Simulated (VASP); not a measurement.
SiC:

```
Si C
1.0
     3.09606    0.00000    0.00000
    -1.54803    2.68127    0.00000
     0.00000    0.00000   10.13734
Si C
4 4
Direct
  0.00000 0.00000 0.18789
  0.00000 0.00000 0.68789
  0.33333 0.66667 0.43784
  0.66667 0.33333 0.93784
  0.00000 0.00000 0.00046
  0.00000 0.00000 0.50046
  0.33333 0.66667 0.24980
  0.66667 0.33333 0.74980
```

Base run:

```yaml
Program: VASP 6.6.1
Functional: BLYP
Dispersion: D4
Potentials_or_basis: VASP PAW PBE potentials, release 64 (Si, C)
Cutoff: 520 eV
k_mesh: 10 × 10 × 3
Occupations: fermi-dirac, width 0.05 eV
Spin: no spin polarisation
```

Its results: band gap on the k mesh 2.53 eV, indirect (least direct gap 3.64 eV); pressure -3.7 GPa.

**Question.** After a change of settings the same cell gave: band gap on the k mesh 2.10 eV, indirect (least direct gap 3.23 eV); pressure -5.8 GPa. Which change was it?
A. functional from BLYP to PBEsol; dispersion from D4 to none
B. functional from BLYP to PBE; dispersion from D4 to D3(BJ)
C. functional from BLYP to PBEsol; further incar settings from ALGO = Normal; EDIFF = 1e-06; NBANDS = 26 to ALGO = Normal; EDIFF = 1e-07; NBANDS = 26
D. functional from BLYP to PBE; dispersion from D4 to none

**Answer.** C.

Caveats: the PAW data sets were made with another functional, which shifts forces and pressure a little.
